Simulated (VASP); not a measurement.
# Ru in VASP: further runs

Ru is run at these levels: PBE; tasks: single point.

Program: VASP 6.6.1. These are calculated values, not measurements. Logs are shortened: lines on timing, memory, paths and dates and some standing lists are left out, and cuts for length are marked.

## 1. The cell of the first run

The cell holds a sheet with vacuum, 2 atoms: a = 2.648 Å, b = 3.768 Å, c = 26.243 Å, α = 90.00°, β = 90.00°, γ = 110.57°.

## 2. Single point, PBE

INCAR reads:

```
PREC = Accurate
ENCUT = 520
EDIFF = 1E-6
ISMEAR = 0
SIGMA = 0.1
LREAL = False
LASPH = True
NELM = 80
ALGO = Normal
ISIF = 2
LWAVE = False
LCHARG = True
LDIPOL = True
IDIPOL = 3
DIPOL = 0.5 0.5 0.286
GGA = PE
LELF = True
LVHAR = True
LVACPOTAV = True
NBANDS = 21
```

KPOINTS reads:

```
regular mesh
0
Gamma
  22 22 1
```

POSCAR reads:

```
Ru
1.0
    2.6480981402      0.0000000000      0.0000000000
   -1.3240490701      3.5280524552      0.0000000000
    0.0000000000      0.0000000000     26.2434614601
Ru
2
Direct
    0.6310015749      0.2620031498      0.2626008508
    0.3689984251      0.7379968502      0.3089700917
```

Potentials or basis: VASP PAW PBE potentials, release 64 (Ru_pv).

Run with:

```bash
cat potpaw_PBE.64/Ru_pv/POTCAR > POTCAR
mpirun -np 1 vasp_std > vasp.out
```

OUTCAR:

```text
PREC = Accurate
   ENCUT = 520
   EDIFF = 1E-6
   ISMEAR = 0
   LREAL = False
   LASPH = True
   NELM = 80
   ISIF = 2
   GGA = PE

 ion  position               nearest neighbor table
   1  0.631  0.262  0.263-   2 2.21   2 2.46   2 2.46
   2  0.369  0.738  0.309-   1 2.21   1 2.46   1 2.46

  LATTYP: Found a base centered orthorhombic cell.
 ALAT       =     2.6480981402
 B/A-ratio  =     2.6645934315
 C/A-ratio  =     9.9103054610

  Lattice vectors:

 A1 = (   1.3240490701,  -3.5280524552,   0.0000000000)
 A2 = (   1.3240490701,   3.5280524552,   0.0000000000)
 A3 = (   0.0000000000,   0.0000000000,  26.2434614601)

Analysis of symmetry for initial positions (statically):
=====================================================================
 Subroutine PRICEL returns:
 Original cell was already a primitive cell.

 Routine SETGRP: Setting up the symmetry group for a
 base centered orthorhombic supercell.

 Subroutine GETGRP returns: Found  4 space group operations
 (whereof  2 operations were pure point group operations)
 out of a pool of  8 trial point group operations.

The static configuration has the point symmetry C_1h.
 The point group associated with its full space group is C_2h.

Analysis of symmetry for dynamics (positions and initial velocities):
=====================================================================
 Subroutine PRICEL returns:
 Original cell was already a primitive cell.

 Routine SETGRP: Setting up the symmetry group for a
 base centered orthorhombic supercell.

 Subroutine GETGRP returns: Found  4 space group operations
 (whereof  2 operations were pure point group operations)
 out of a pool of  8 trial point group operations.

The dynamic configuration has the point symmetry C_1h.
 The point group associated with its full space group is C_2h.

 Subroutine INISYM returns: Found  4 space group operations
 (whereof  2 operations are pure point group operations),
 and found     1 'primitive' translations

----------------------------------------------------------------------------------------

                                     Primitive cell

  volume of cell :     245.1829

  direct lattice vectors                    reciprocal lattice vectors
     2.648098140  0.000000000  0.000000000     0.377629509  0.141721249  0.000000000
    -1.324049070  3.528052455  0.000000000     0.000000000  0.283442498  0.000000000
     0.000000000  0.000000000 26.243461460     0.000000000  0.000000000  0.038104729

  length of vectors
     2.648098140  3.768323243 26.243461460     0.403347193  0.283442498  0.038104729

  position of ions in fractional coordinates (direct lattice)
     0.631001575  0.262003150  0.262600851
     0.368998425  0.737996850  0.308970092

  ion indices of the primitive-cell ions
   primitive index   ion index
                 1           1
                 2           2

----------------------------------------------------------------------------------------

 KPOINTS: regular mesh

Automatic generation of k-mesh.
 Grid dimensions read from file:
 generate k-points for:   22   22    1

 Generating k-lattice:

  Cartesian coordinates                     Fractional coordinates (reciprocal lattice)
     0.017164978  0.006441875  0.000000000     0.045454545  0.000000000  0.000000000
     0.000000000  0.012883750  0.000000000     0.000000000  0.045454545  0.000000000
     0.000000000  0.000000000  0.038104729     0.000000000  0.000000000  1.000000000

  Length of vectors
     0.018333963  0.012883750  0.038104729

  Shift w.r.t. Gamma in fractional coordinates (k-lattice)
     0.000000000  0.000000000  0.000000000

 Subroutine IBZKPT returns following result:
 ===========================================

 Found    133 irreducible k-points:

 Following reciprocal coordinates:
            Coordinates               Weight
  0.000000  0.000000  0.000000      1.000000
  0.045455 -0.000000  0.000000      4.000000
  0.090909 -0.000000  0.000000      4.000000
  0.136364  0.000000  0.000000      4.000000
  0.181818 -0.000000  0.000000      4.000000
  0.227273 -0.000000  0.000000      4.000000
[... 16 lines left out ...]
  0.454545  0.045455  0.000000      4.000000
  0.500000  0.045455  0.000000      4.000000
 [... further k-points ...]
   k-points           NKPTS =    133   k-points in BZ     NKDIM =    133   number of bands    NBANDS=     21
   number of dos      NEDOS =    301   number of ions     NIONS =      2
   total plane-waves  NPLWV = 109760
   dimension x,y,z NGX =    20 NGY =   28 NGZ =  196
   dimension x,y,z NGXF=    40 NGYF=   56 NGZF=  392
   ions per type =               2
   NGX,Y,Z   is equivalent  to a cutoff of  12.56, 12.35, 12.42 a.u.
   NGXF,Y,Z  is equivalent  to a cutoff of  25.11, 24.71, 24.83 a.u.
 SYSTEM =  unknown system
   PREC   = accura    normal or accurate (medium, high low for compatibility)
   ISTART =      0    job   : 0-new  1-cont  2-samecut
   ICHARG =      2    charge: 1-file 2-atom 10-const
   ISPIN  =      1    spin polarized calculation?
   LNONCOLLINEAR =      F non collinear calculations
   LSORBIT =      F    spin-orbit coupling
   LASPH  =      T    aspherical Exc in radial PAW
   ENCUT  =  520.0 eV  38.22 Ry    6.18 a.u.   4.92  7.01 48.80*2*pi/ulx,y,z
   NELM   =     80;   NELMIN=  2; NELMDL= -5     # of ELM steps
   EDIFF  = 0.1E-05   stopping-criterion for ELM
   LREAL  =      F    real-space projection
   EDIFFG = 0.1E-04   stopping-criterion for IOM
   NSW    =      0    number of steps for IOM
   IBRION =     -1    ionic relax: 0-MD 1-quasi-New 2-CG
   NFREE  =      0    steps in history (QN), initial steepest desc. (CG)
   ISIF   =      2    stress and relaxation
   ISYM   =      2    0-nonsym 1-usesym 2-fastsym
   POTIM  = 0.5000    time-step for ionic-motion
   TEBEG  =    0.0;   TEEND  =   0.0 temperature during run
   PSTRESS=    0.0 pullay stress
   NELECT =      28.0000    total number of electrons
   NUPDOWN=      -1.0000    fix difference up-down
   EMIN   =  10.00;   EMAX   =-10.00  energy-range for DOS
   EFERMI =   0.00;   METHOD = LEGACY
   ISMEAR =     0;   SIGMA  =   0.10  broadening in eV -4-tet -1-fermi 0-gaus
   EFERMI_NEDOS =   21; number of points for ismear=-14 and -15
   IALGO  =     38    algorithm
   IMIX   =      4    mixing-type and parameters
     AMIX     =   0.40;   BMIX     =  1.00
     AMIX_MAG =   1.60;   BMIX_MAG =  1.00
  volume/ion in A,a.u.               =     122.59       827.29
  Fermi-wavevector in a.u.,A,eV,Ry     =   0.794263  1.500939  8.583277  0.630853
  Thomas-Fermi vector in A             =   1.900360
   LORBIT       =      0    0 simple, 1 ext, 2 COOP (PROOUT), +10 PAW based schemes
   GGA     = PE    functional components
   LHFCALC =     F    Hartree Fock is set to
   AEXX    =    0.0000 exact exchange contribution
   IVDW    =     0    specifies the selected vdW correction
   LEPSILON=     F    determine dielectric tensor
   LRPA    =     F    only Hartree local field effects (RPA)
 non-spin polarized calculation
 Gauss-broadening in eV      SIGMA  =   0.10
  energy-cutoff  :      520.00
  volume of cell :      245.18
 maximum number of plane-waves:      6663
   NGX =  9   NGY = 13   NGZ = 97

 dipolmoment           0.000000      0.000000      0.000000 electrons x Angstroem

 number of electron      28.0000002 magnetization

 dipolmoment           0.000000      0.000000     -0.000000 electrons x Angstroem

 Free energy of the ion-electron system (eV)
  ---------------------------------------------------
  ext. energy  EPLUGINS =         0.00000000
  ---------------------------------------------------
  free energy    TOTEN  =       -15.09274107 eV

  energy without entropy =      -15.07887425  energy(sigma->0) =      -15.08580766

 E-fermi :  -2.4751     XC(G=0):  -2.3867

 val. band max:       -2.4832903319   @ k =   0.2727   0.3636   0.0000
 cond. band min:      -2.4744696816   @ k =   0.2727   0.2273   0.0000
 fundamental gap:      0.0088206504
 Fermi energy:        -2.4751284324

 k-point     1 :       0.0000    0.0000    0.0000
  band No.  band energies     occupation
      1     -46.5484      2.00000
      2     -45.5814      2.00000
      3     -45.1659      2.00000
      4     -45.0770      2.00000
      5     -45.0127      2.00000
      6     -44.9902      2.00000
[... 13 lines left out ...]
     20       1.8948      0.00000
     21       2.0758      0.00000

 k-point     2 :       0.0455   -0.0000    0.0000
  band No.  band energies     occupation
      1     -46.5461      2.00000
      2     -45.5822      2.00000
      3     -45.1812      2.00000
      4     -45.0820      2.00000
      5     -45.0068      2.00000
      6     -44.9981      2.00000
[... 13 lines left out ...]
     20       1.9471      0.00000
     21       2.1262      0.00000

 k-point     3 :       0.0909   -0.0000    0.0000
  band No.  band energies     occupation
      1     -46.5394      2.00000
      2     -45.5854      2.00000
      3     -45.2259      2.00000
      4     -45.0885      2.00000
      5     -45.0291      2.00000
      6     -44.9890      2.00000
[... 13 lines left out ...]
     20       2.1033      0.00000
     21       2.2772      0.00000
[... 457 lines left out ...]
 k-point    23 :       0.4545    0.0455    0.0000
  band No.  band energies     occupation
      1     -46.4338      2.00000
      2     -45.9372      2.00000
      3     -45.6881      2.00000
      4     -45.2819      2.00000
      5     -45.0749      2.00000
      6     -44.9278      2.00000
[... 13 lines left out ...]
     20       5.3312      0.00000
     21       5.7563      0.00000

 k-point    24 :       0.5000    0.0455    0.0000
  band No.  band energies     occupation
      1     -46.4334      2.00000
      2     -45.9422      2.00000
      3     -45.6987      2.00000
      4     -45.2752      2.00000
      5     -45.0850      2.00000
      6     -44.9284      2.00000
[... 13 lines left out ...]
     20       5.0951      0.00000
     21       5.9781      0.00000

 [... further k-points ...]

------------------------ aborting loop because EDIFF is reached ----------------------------------------

  FORCE on cell =-STRESS in cart. coord.  units (eV):
  Direction    XX          YY          ZZ          XY          YZ          ZX
  --------------------------------------------------------------------------------------
  -------------------------------------------------------------------------------------
  Total       -0.0033453      0.2374913      0.0946460      0.0000000     -0.1464156      0.0000000
  in kB       -0.0218604      1.5519152      0.6184758      0.0000000     -0.9567701      0.0000000
  external PRESSURE =       0.7161769 kB  Pullay stress =       0.0000000 kB

 VOLUME and BASIS-vectors are now :
 -----------------------------------------------------------------------------
  energy-cutoff  :      520.00
  volume of cell :      245.18
      direct lattice vectors                 reciprocal lattice vectors
     2.648098140  0.000000000  0.000000000     0.377629509  0.141721249  0.000000000
    -1.324049070  3.528052455  0.000000000     0.000000000  0.283442498  0.000000000
     0.000000000  0.000000000 26.243461460     0.000000000  0.000000000  0.038104729

 POSITION                                       TOTAL-FORCE (eV/Angst)
 -----------------------------------------------------------------------------------
      1.32405      0.92436      6.89156        -0.000000      0.120978     -0.094850
      0.00000      2.60369      8.10844         0.000000     -0.120978      0.094850
 -----------------------------------------------------------------------------------
    total drift:                                0.000000     -0.000002     -0.000036

  FREE ENERGIE OF THE ION-ELECTRON SYSTEM (eV)
  ---------------------------------------------------
  free  energy   TOTEN  =       -15.0927410719 eV

  energy  without entropy=      -15.0788742507  energy(sigma->0) =      -15.08580766

 vacuum level on the upper side and lower side of the slab         2.005         2.005
```

It took 6.2 min on 1 thread of Intel Xeon 6975P-C (Granite Rapids), shared host; peak memory 0.69 GiB.

Results:

```
Free energy            : -15.0927 eV
Largest force          : 0.154 eV/Å
Band gap on the k mesh : zero (bands 14 and 15 overlap by 1.07 eV)
```

Forces on the atoms (eV/Å):
```
Ru   0.000  0.121 -0.095
Ru   0.000 -0.121  0.095
```

## 3. Single point, PBE

This run uses another cell than the first one: it holds 8 atoms, not 2.

INCAR reads:

```
SYSTEM = Ru
PREC     = Accurate       ! precision mode
ENCUT    = 520            ! plane-wave cutoff, eV
EDIFF    = 1E-7           ! SCF threshold, eV
ISMEAR   = 0              ! smearing method
SIGMA    = 0.2            ! smearing width, eV
LREAL    = .False.        ! projectors in reciprocal space
LASPH    = .True.         ! aspherical terms in the spheres
NELM     = 100            ! most SCF steps
ALGO     = Normal         ! electronic algorithm
ISIF     = 2              ! what is computed and relaxed
LWAVE    = .False.        ! write WAVECAR
LCHARG   = .False.        ! write CHGCAR
LDIPOL   = .True.       
IDIPOL   = 3            
DIPOL    = 0.5 0.5 0.286
GGA      = PE             ! functional
NBANDS   = 66             ! bands
```

KPOINTS reads:

```
Automatic mesh
0
Gamma
  4 4 1
  0 0 0
```

POSCAR reads:

```
Ru
1.0
    5.2961962804      0.0000000000      0.0000000000
   -2.6480981402      7.0561049104      0.0000000000
    0.0000000000      0.0000000000     26.2434614601
Ru
8
Direct
    0.3155007874      0.1310015749      0.2626008508
    0.3155007874      0.6310015749      0.2626008508
    0.8155007874      0.1310015749      0.2626008508
    0.8155007874      0.6310015749      0.2626008508
    0.1844992126      0.3689984251      0.3089700917
    0.1844992126      0.8689984251      0.3089700917
    0.6844992126      0.3689984251      0.3089700917
    0.6844992126      0.8689984251      0.3089700917
```

Potentials or basis: VASP PAW PBE potentials, release 64 (Ru_pv).

Run with:

```bash
cat potpaw_PBE.64/Ru_pv/POTCAR > POTCAR
mpirun -np 1 vasp_std > vasp.out
```

OUTCAR:

```text
SYSTEM = Ru
   PREC = Accurate
   ENCUT = 520
   EDIFF = 1E-7
   ISMEAR = 0
   LREAL = .False.
   LASPH = .True.
   NELM = 100
   ISIF = 2
   GGA = PE

 ion  position               nearest neighbor table
   1  0.316  0.131  0.263-   6 2.21   5 2.46   7 2.46   3 2.65   3 2.65
   2  0.316  0.631  0.263-   5 2.21   6 2.46   8 2.46   4 2.65   4 2.65
   3  0.816  0.131  0.263-   8 2.21   7 2.46   5 2.46   1 2.65   1 2.65
   4  0.816  0.631  0.263-   7 2.21   8 2.46   6 2.46   2 2.65   2 2.65
   5  0.184  0.369  0.309-   2 2.21   1 2.46   3 2.46   7 2.65   7 2.65
   6  0.184  0.869  0.309-   1 2.21   2 2.46   4 2.46   8 2.65   8 2.65
   7  0.684  0.369  0.309-   4 2.21   3 2.46   1 2.46   5 2.65   5 2.65
   8  0.684  0.869  0.309-   3 2.21   4 2.46   2 2.46   6 2.65   6 2.65
[... 8 lines left out ...]
 A1 = (   2.6480981402,  -7.0561049104,   0.0000000000)
 A2 = (   2.6480981402,   7.0561049104,   0.0000000000)
 A3 = (   0.0000000000,   0.0000000000,  26.2434614601)

Analysis of symmetry for initial positions (statically):
=====================================================================
[... 197 lines left out ...]
      4     -46.4261      2.00000
      5     -45.9313      2.00000
      6     -45.9313      2.00000
[... 472 lines left out ...]
     65      -0.7246      0.00000
     66      -0.7192      0.00000

------------------------ aborting loop because EDIFF is reached ----------------------------------------

 vacuum level on the upper side and lower side of the slab       (xc-potential included)        -0.002        -0.002

  FORCE on cell =-STRESS in cart. coord.  units (eV):
  Direction    XX          YY          ZZ          XY          YZ          ZX
  --------------------------------------------------------------------------------------
  -------------------------------------------------------------------------------------
  Total       -0.3032484      0.9815082      0.8075161      0.0000000     -0.2268312      0.0000000
  in kB       -0.4954032      1.6034458      1.3192027      0.0000000     -0.3705640      0.0000000
  external PRESSURE =       0.8090818 kB  Pullay stress =       0.0000000 kB

 VOLUME and BASIS-vectors are now :
 -----------------------------------------------------------------------------
  energy-cutoff  :      520.00
  volume of cell :      980.73
      direct lattice vectors                 reciprocal lattice vectors
     5.296196280  0.000000000  0.000000000     0.188814754  0.070860624  0.000000000
    -2.648098140  7.056104910  0.000000000     0.000000000  0.141721249  0.000000000
     0.000000000  0.000000000 26.243461460     0.000000000  0.000000000  0.038104729

 POSITION                                       TOTAL-FORCE (eV/Angst)
 -----------------------------------------------------------------------------------
      1.32405      0.92436      6.89156         0.000000      0.047204     -0.182889
     -0.00000      4.45241      6.89156         0.000000      0.047204     -0.182889
      3.97215      0.92436      6.89156         0.000000      0.047204     -0.182889
      2.64810      4.45241      6.89156         0.000000      0.047204     -0.182889
      0.00000      2.60369      8.10844        -0.000000     -0.047204      0.182889
     -1.32405      6.13174      8.10844        -0.000000     -0.047204      0.182889
      2.64810      2.60369      8.10844        -0.000000     -0.047204      0.182889
      1.32405      6.13174      8.10844        -0.000000     -0.047204      0.182889
 -----------------------------------------------------------------------------------
    total drift:                                0.000001     -0.000007     -0.000150

  FREE ENERGIE OF THE ION-ELECTRON SYSTEM (eV)
  ---------------------------------------------------
  free  energy   TOTEN  =       -60.4780205421 eV

  energy  without entropy=      -60.2414925384  energy(sigma->0) =      -60.35975654

 vacuum level on the upper side and lower side of the slab         2.001         2.001
```

Wall time 8.7 min (1 thread of Intel Xeon 6975P-C (Granite Rapids), shared host); peak memory 0.94 GiB.

What came out:

```
Free energy            : -60.4780 eV
Largest force          : 0.189 eV/Å
Band gap on the k mesh : zero (bands 56 and 57 overlap by 0.85 eV)
```

Forces on the atoms (eV/Å):
```
Ru   0.000  0.047 -0.183
Ru   0.000  0.047 -0.183
Ru   0.000  0.047 -0.183
Ru   0.000  0.047 -0.183
Ru   0.000 -0.047  0.183
Ru   0.000 -0.047  0.183
Ru   0.000 -0.047  0.183
Ru   0.000 -0.047  0.183
```
